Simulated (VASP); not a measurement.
# Ir (Fm-3m) in VASP: notebook

The runs below take Ir through single point, with r2SCAN.

All numbers are computed with VASP 6.6.1; they aren't measurements. Logs are shortened: lines on timing, memory, paths and dates and some standing lists are left out, and cuts for length are marked.

### 1 The cell of the first run

The structure is cubic, space group Fm-3m (No. 225). The conventional cell has a = 3.885 Å, b = 3.885 Å, c = 3.885 Å, α = 90.00°, β = 90.00°, γ = 90.00°. Within 3.6 Å of Ir (site symmetry m-3m) lie 12 Ir at 2.75 Å.

### 2 Single point, r2SCAN

Input file POSCAR:

```
Ir
1.0
    0.0000000000      1.9426706982      1.9426706982
    1.9426706982      0.0000000000      1.9426706982
    1.9426706982      1.9426706982      0.0000000000
Ir
1
Direct
    0.0000000000      0.0000000000      0.0000000000
```

Input file INCAR.step1:

```
  ALGO = Normal
  EDIFF = 1E-4
  ENCUT = 520
  GGA = PE
  ISMEAR = -1
  LASPH = T
  LCHARG = F
  LREAL = F
  LWAVE = T
  NBANDS = 10
  NELM = 60
  PREC = Accurate
  SIGMA = 0.1
```

Input file INCAR.step2:

```
  ALGO = Normal
  EDIFF = 1E-6
  ENCUT = 520
  ISIF = 2
  ISMEAR = -1
  ISTART = 1
  LASPH = T
  LCHARG = F
  LMIXTAU = T
  LREAL = F
  LWAVE = F
  METAGGA = R2SCAN
  NBANDS = 10
  NELM = 60
  PREC = Accurate
  SIGMA = 0.1
```

Input file KPOINTS:

```
k-points
0
Gamma
  15 15 15
```

Potentials or basis: VASP PAW PBE potentials, release 64 (Ir).

On the command line:

```sh
$ cat potpaw_PBE.64/Ir/POTCAR > POTCAR
$ cp INCAR.step1 INCAR
$ mpirun -np 1 vasp_std > vasp.out
$ cp INCAR.step2 INCAR
$ mpirun -np 1 vasp_std > vasp.out
```

OUTCAR:

```text
EDIFF = 1E-6
   ENCUT = 520
   ISIF = 2
   ISMEAR = -1
   ISTART = 1
   LASPH = T
   LREAL = F
   METAGGA = R2SCAN
   NELM = 60
   PREC = Accurate

 ion  position               nearest neighbor table
   1  0.000  0.000  0.000-

  LATTYP: Found a face centered cubic cell.
 ALAT       =     3.8853413964

  Lattice vectors:

 A1 = (   0.0000000000,   1.9426706982,   1.9426706982)
 A2 = (   1.9426706982,   0.0000000000,   1.9426706982)
 A3 = (   1.9426706982,   1.9426706982,   0.0000000000)

Analysis of symmetry for initial positions (statically):
=====================================================================
 Subroutine PRICEL returns:
 Original cell was already a primitive cell.

 Routine SETGRP: Setting up the symmetry group for a
 face centered cubic supercell.

 Subroutine GETGRP returns: Found 48 space group operations
 (whereof 48 operations were pure point group operations)
 out of a pool of 48 trial point group operations.

The static configuration has the point symmetry O_h .

Analysis of symmetry for dynamics (positions and initial velocities):
=====================================================================
 Subroutine PRICEL returns:
 Original cell was already a primitive cell.

 Routine SETGRP: Setting up the symmetry group for a
 face centered cubic supercell.

 Subroutine GETGRP returns: Found 48 space group operations
 (whereof 48 operations were pure point group operations)
 out of a pool of 48 trial point group operations.

The dynamic configuration has the point symmetry O_h .

 Subroutine INISYM returns: Found 48 space group operations
 (whereof 48 operations are pure point group operations),
 and found     1 'primitive' translations

----------------------------------------------------------------------------------------

                                     Primitive cell

  volume of cell :      14.6632

  direct lattice vectors                    reciprocal lattice vectors
     0.000000000  1.942670698  1.942670698    -0.257377640  0.257377640  0.257377640
     1.942670698  0.000000000  1.942670698     0.257377640 -0.257377640  0.257377640
     1.942670698  1.942670698  0.000000000     0.257377640  0.257377640 -0.257377640

  length of vectors
     2.747351249  2.747351249  2.747351249     0.445791150  0.445791150  0.445791150

  position of ions in fractional coordinates (direct lattice)
     0.000000000  0.000000000  0.000000000

  ion indices of the primitive-cell ions
   primitive index   ion index
                 1           1

----------------------------------------------------------------------------------------

 KPOINTS: k-points

Automatic generation of k-mesh.
 Grid dimensions read from file:
 generate k-points for:   15   15   15

 Generating k-lattice:

  Cartesian coordinates                     Fractional coordinates (reciprocal lattice)
    -0.017158509  0.017158509  0.017158509     0.066666667  0.000000000  0.000000000
     0.017158509 -0.017158509  0.017158509     0.000000000  0.066666667  0.000000000
     0.017158509  0.017158509 -0.017158509     0.000000000  0.000000000  0.066666667

  Length of vectors
     0.029719410  0.029719410  0.029719410

  Shift w.r.t. Gamma in fractional coordinates (k-lattice)
     0.000000000  0.000000000  0.000000000

 Subroutine IBZKPT returns following result:
 ===========================================

 Found    120 irreducible k-points:

 Following reciprocal coordinates:
            Coordinates               Weight
  0.000000  0.000000  0.000000      1.000000
  0.066667  0.000000  0.000000      8.000000
  0.133333  0.000000  0.000000      8.000000
  0.200000  0.000000  0.000000      8.000000
  0.266667  0.000000  0.000000      8.000000
  0.333333  0.000000  0.000000      8.000000
[... 16 lines left out ...]
  0.133333  0.133333  0.000000      6.000000
  0.200000  0.133333  0.000000     24.000000
 [... further k-points ...]
   k-points           NKPTS =    120   k-points in BZ     NKDIM =    120   number of bands    NBANDS=     10
   number of dos      NEDOS =    301   number of ions     NIONS =      1
   total plane-waves  NPLWV =   8000
   dimension x,y,z NGX =    20 NGY =   20 NGZ =   20
   dimension x,y,z NGXF=    40 NGYF=   40 NGZF=   40
   ions per type =               1
   NGX,Y,Z   is equivalent  to a cutoff of  12.10, 12.10, 12.10 a.u.
   NGXF,Y,Z  is equivalent  to a cutoff of  24.20, 24.20, 24.20 a.u.
 SYSTEM =  unknown system
   PREC   = accura    normal or accurate (medium, high low for compatibility)
   ISTART =      1    job   : 0-new  1-cont  2-samecut
   ICHARG =      0    charge: 1-file 2-atom 10-const
   ISPIN  =      1    spin polarized calculation?
   LNONCOLLINEAR =      F non collinear calculations
   LSORBIT =      F    spin-orbit coupling
   LASPH  =      T    aspherical Exc in radial PAW
   ENCUT  =  520.0 eV  38.22 Ry    6.18 a.u.   5.11  5.11  5.11*2*pi/ulx,y,z
   NELM   =     60;   NELMIN=  2; NELMDL=  0     # of ELM steps
   EDIFF  = 0.1E-05   stopping-criterion for ELM
   LREAL  =      F    real-space projection
   EDIFFG = 0.1E-04   stopping-criterion for IOM
   NSW    =      0    number of steps for IOM
   IBRION =     -1    ionic relax: 0-MD 1-quasi-New 2-CG
   NFREE  =      0    steps in history (QN), initial steepest desc. (CG)
   ISIF   =      2    stress and relaxation
   ISYM   =      2    0-nonsym 1-usesym 2-fastsym
   POTIM  = 0.5000    time-step for ionic-motion
   TEBEG  =    0.0;   TEEND  =   0.0 temperature during run
   PSTRESS=    0.0 pullay stress
   NELECT =       9.0000    total number of electrons
   NUPDOWN=      -1.0000    fix difference up-down
   EMIN   =  10.00;   EMAX   =-10.00  energy-range for DOS
   EFERMI =   0.00;   METHOD = LEGACY
   ISMEAR =    -1;   SIGMA  =   0.10  broadening in eV -4-tet -1-fermi 0-gaus
   EFERMI_NEDOS =   21; number of points for ismear=-14 and -15
   IALGO  =     38    algorithm
   IMIX   =      4    mixing-type and parameters
     AMIX     =   0.40;   BMIX     =  1.00
     AMIX_MAG =   1.60;   BMIX_MAG =  1.00
  volume/ion in A,a.u.               =      14.66        98.95
  Fermi-wavevector in a.u.,A,eV,Ry     =   1.391276  2.629130 26.336084  1.935648
  Thomas-Fermi vector in A             =   2.515130
   LORBIT       =      0    0 simple, 1 ext, 2 COOP (PROOUT), +10 PAW based schemes
   METAGGA = R2SCAN    functional components
   LHFCALC =     F    Hartree Fock is set to
   AEXX    =    0.0000 exact exchange contribution
   IVDW    =     0    specifies the selected vdW correction
   LEPSILON=     F    determine dielectric tensor
   LRPA    =     F    only Hartree local field effects (RPA)
 non-spin polarized calculation
  energy-cutoff  :      520.00
  volume of cell :       14.66
 maximum number of plane-waves:       411
   NGX = 11   NGY = 11   NGZ = 11

 number of electron       9.0000000 magnetization

 Free energy of the ion-electron system (eV)
  ---------------------------------------------------
  ext. energy  EPLUGINS =         0.00000000
  ---------------------------------------------------
  free energy    TOTEN  =       -52.37626598 eV

  energy without entropy =      -52.34857694  energy(sigma->0) =      -52.36242146

 E-fermi :   9.5673     XC(G=0): -15.0814

 val. band max:        9.5403024551   @ k =  -0.4000   0.4667   0.0667
 cond. band min:       9.6185125659   @ k =  -0.3333   0.3333   0.0000
 fundamental gap:      0.0782101108
 Fermi energy:         9.5672903026

 k-point     1 :       0.0000    0.0000    0.0000
  band No.  band energies     occupation
      1      -1.5714      2.00000
      2       5.7774      2.00000
      3       5.7774      2.00000
      4       5.7774      2.00000
      5       8.3330      1.99999
      6       8.3330      1.99999
      7      24.7374      0.00000
      8      30.3799      0.00000
      9      30.3800      0.00000
     10      30.3800      0.00000

 k-point     2 :       0.0667    0.0000    0.0000
  band No.  band energies     occupation
      1      -1.3727      2.00000
      2       5.6739      2.00000
      3       5.8620      2.00000
      4       5.8620      2.00000
      5       8.2813      1.99999
      6       8.2813      1.99999
      7      25.0688      0.00000
      8      29.3821      0.00000
      9      30.6947      0.00000
     10      30.6947      0.00000

 k-point     3 :       0.1333    0.0000    0.0000
  band No.  band energies     occupation
      1      -0.8061      2.00000
      2       5.4271      2.00000
      3       6.0652      2.00000
      4       6.0652      2.00000
      5       8.1928      2.00000
      6       8.1928      2.00000
      7      25.9319      0.00000
      8      27.5189      0.00000
      9      31.5936      0.00000
     10      31.5936      0.00000

 k-point     4 :       0.2000    0.0000    0.0000
  band No.  band energies     occupation
      1       0.0203      2.00000
      2       5.2188      2.00000
      3       6.2193      2.00000
      4       6.2193      2.00000
      5       8.2676      2.00000
      6       8.2676      2.00000
      7      25.5275      0.00000
      8      26.8555      0.00000
      9      32.9295      0.00000
     10      32.9295      0.00000
[... 222 lines left out ...]
 k-point    22 :      -0.0667    0.0667    0.0000
  band No.  band energies     occupation
      1      -1.0497      2.00000
      2       5.4883      2.00000
      3       5.9814      2.00000
      4       6.0335      2.00000
      5       8.0558      2.00000
      6       8.3706      1.99999
      7      25.5874      0.00000
      8      28.4961      0.00000
      9      30.5135      0.00000
     10      31.5221      0.00000

 k-point    23 :       0.1333    0.1333    0.0000
  band No.  band energies     occupation
      1      -0.5436      2.00000
      2       5.0539      2.00000
      3       6.3614      2.00000
      4       6.3614      2.00000
      5       7.5255      2.00000
      6       8.6298      1.99983
      7      26.4297      0.00000
      8      28.7317      0.00000
      9      30.4386      0.00000
     10      30.4386      0.00000

 k-point    24 :       0.2000    0.1333    0.0000
  band No.  band energies     occupation
      1       0.0948      2.00000
      2       4.7376      2.00000
      3       6.5393      2.00000
      4       6.6451      2.00000
      5       7.3709      2.00000
      6       8.7946      1.99912
      7      27.3429      0.00000
      8      27.4862      0.00000
      9      30.4101      0.00000
     10      31.0134      0.00000

 [... further k-points ...]
[... 5 lines left out ...]
  --------------------------------------------------------------------------------------
  -------------------------------------------------------------------------------------
  Total       -0.8179976     -0.8179976     -0.8179976      0.0000000     -0.0000000      0.0000000
  in kB      -89.3789065    -89.3789065    -89.3789065      0.0000000     -0.0000000      0.0000000
  external PRESSURE =     -89.3789065 kB  Pullay stress =       0.0000000 kB

 VOLUME and BASIS-vectors are now :
 -----------------------------------------------------------------------------
  energy-cutoff  :      520.00
  volume of cell :       14.66
      direct lattice vectors                 reciprocal lattice vectors
     0.000000000  1.942670698  1.942670698    -0.257377640  0.257377640  0.257377640
     1.942670698  0.000000000  1.942670698     0.257377640 -0.257377640  0.257377640
     1.942670698  1.942670698  0.000000000     0.257377640  0.257377640 -0.257377640

 POSITION                                       TOTAL-FORCE (eV/Angst)
 -----------------------------------------------------------------------------------
      0.00000      0.00000      0.00000         0.000000      0.000000      0.000000
 -----------------------------------------------------------------------------------
    total drift:                               -0.000000     -0.000000     -0.000000

  FREE ENERGIE OF THE ION-ELECTRON SYSTEM (eV)
  ---------------------------------------------------
  free  energy   TOTEN  =       -52.3762659797 eV

  energy  without entropy=      -52.3485769391  energy(sigma->0) =      -52.36242146
```

Wall time 2.8 min (1 thread of AMD EPYC 7R13, shared host); peak memory 0.11 GiB.

Results:

```yaml
Free_energy: -52.3763 eV
Pressure: -8.9 GPa
```

Caveat: the PAW data sets were made with another functional, which shifts forces and pressure a little; spin-orbit coupling is left out, which moves the levels of the heavy elements.

### 3 Single point, r2SCAN

This run uses another cell than the first one, of 15.10 Å³/atom, 1.030 times its volume.

Input file POSCAR:

```
Ir
1.0
    0.0000000000      1.9617177040      1.9617177040
    1.9617177040      0.0000000000      1.9617177040
    1.9617177040      1.9617177040      0.0000000000
Ir
1
Direct
    0.0000000000      0.0000000000      0.0000000000
```

Input file INCAR.step1:

```
  PREC = Accurate
  ENCUT = 520
  ISMEAR = -1
  SIGMA = 0.1
  LREAL = F
  LASPH = T
  NELM = 100
  NBANDS = 10
  GGA = PE
  ALGO = Normal
  EDIFF = 1E-4
  LWAVE = T
  LCHARG = F
```

Input file INCAR.step2:

```
  PREC = Accurate
  ENCUT = 520
  EDIFF = 1E-6
  ISMEAR = -1
  SIGMA = 0.1
  LREAL = F
  LASPH = T
  NELM = 100
  ALGO = Normal
  ISIF = 2
  LWAVE = F
  LCHARG = T
  METAGGA = R2SCAN
  LMIXTAU = T
  LELF = T
  LVHAR = T
  NBANDS = 10
  ISTART = 1
```

Input file KPOINTS:

```
Automatic mesh
0
Gamma
  15 15 15
```

Potentials or basis: VASP PAW PBE potentials, release 64 (Ir).

On the command line:

```sh
$ cat potpaw_PBE.64/Ir/POTCAR > POTCAR
$ cp INCAR.step1 INCAR
$ mpirun -np 1 vasp_std > vasp.out
$ cp INCAR.step2 INCAR
$ mpirun -np 1 vasp_std > vasp.out
```

It took 4.4 min on 1 thread of AMD EPYC 7R13, shared host; peak memory 0.13 GiB.

The run converged. Its results:

- Free energy: -52.3395 eV
- Pressure: -17.9 GPa

Levels at points of the mesh, in eV from the Fermi level:
| k point | band 1 | band 2 | band 3 | band 4 | band 5 | band 6 | band 7 | band 8 | band 9 |
| --- | --- | --- | --- | --- | --- | --- | --- | --- | --- |
| (0.00, 0.00, 0.00) | -10.82 | -3.62 | -3.62 | -3.62 | -1.18 | -1.18 | 15.23 | 20.69 | 20.69 |

Caveat: the PAW data sets were made with another functional, which shifts forces and pressure a little; spin-orbit coupling is left out, which moves the levels of the heavy elements.
